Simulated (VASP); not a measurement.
Write the native input for VASP 6.6.1 that does the following.

| Property | Result |
| --- | --- |
| Task | single point |
| Functional | PBEsol |
| Potentials or basis | VASP PAW PBE potentials, release 64 (Be, Te, Se) |
| Cutoff | 520 eV |
| k mesh | 2 × 4 × 4 |
| Occupations | fermi-dirac, width 0.05 eV |
| Spin | no spin polarisation |
| Dipole correction | no |
| Further INCAR settings | ALGO = Normal; EDIFF = 1e-06; NBANDS = 37 |

The structure of BeTeSe3 lies in POSCAR:

```
BeTeSe3
1.0
   11.1119428404     -1.0042489872      0.9131816184
   -0.5097101945      5.5465276916      0.1213600261
    0.4689651970      0.1242047072      5.4576716940
Be Te Se
2 2 6
Direct
    0.0108876911     -0.0955922579      0.3727846616
    0.5031591459     -0.4149159247      0.1399878638
    0.2047899212      0.5000873678      0.4036933143
    0.7191018254      0.6109357704      0.4199139924
    0.0146442044      0.5550928714      0.2233651352
    0.1567938219      0.0526401536      0.5618879193
    0.3413210591      0.5317378305     -0.0219266177
    0.5109694582      0.7448004757      0.4913809416
    0.8473084192      0.0414209871      0.3465788651
    0.6703857602      0.4675559505     -0.0030322775
```

One way to write it, as run:

INCAR

```
  ALGO = Normal
  EDIFF = 1E-6
  ENCUT = 520
  GGA = PS
  ISIF = 2
  ISMEAR = -1
  LASPH = T
  LCHARG = T
  LELF = T
  LREAL = F
  LVHAR = T
  LWAVE = F
  NBANDS = 37
  NELM = 60
  PREC = Accurate
  SIGMA = 0.05
```

KPOINTS

```
k-points
0
Gamma
  2 4 4
```

Potentials or basis: VASP PAW PBE potentials, release 64 (Be, Te, Se).

The run is started by

```sh
$ cat potpaw_PBE.64/Be/POTCAR potpaw_PBE.64/Te/POTCAR potpaw_PBE.64/Se/POTCAR > POTCAR
$ mpirun -np 1 vasp_std > vasp.out
```

Results of the run:

```
Pressure               : 0.1 GPa
Largest force          : 0.050 eV/Å
Band gap on the k mesh : 0.95 eV (least direct gap 1.25 eV)
```

Caveat: the PAW data sets were made with another functional, which shifts forces and pressure a little; spin-orbit coupling is left out, which moves the levels of the heavy elements.

Wall time 8.4 min on 1 thread of Intel Xeon 8259CL (shared host), peak memory 0.49 GiB.
